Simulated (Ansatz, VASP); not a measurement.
## Two plane-wave programs on K

```
CELL_PARAMETERS angstrom
2.43796 -4.04761 0.00000
2.43796 4.04761 0.00000
0.00000 0.00000 7.81180
ATOMIC_POSITIONS crystal
K 0.82061 0.17939 0.25000
K 0.17939 0.82061 0.75000
```

Alike in both runs: task single point; functional r2SCAN; k mesh 12 × 12 × 6; occupations gaussian, width 0.15 eV; no spin polarisation.

|  | VASP | Ansatz |
| --- | --- | --- |
| version | VASP 6.6.1 | Ansatz 0.2.0 |
| potentials or method | VASP PAW PBE potentials, release 64 (K_sv), cutoff 520 eV | scalar-relativistic, plane waves, PAW |
| valence electrons in the cell | 18 | 18 |

|  | VASP | Ansatz | Ansatz less VASP |
| --- | --- | --- | --- |
| gap on the k mesh at the Fermi level (eV) | none | none | - |
| pressure (GPa) | 0.0 | 0.0 | +0.02 |

VASP's potentials were made for PBE, not for r2SCAN. A gap of «none» marks a metal or a gap that the smearing closes.
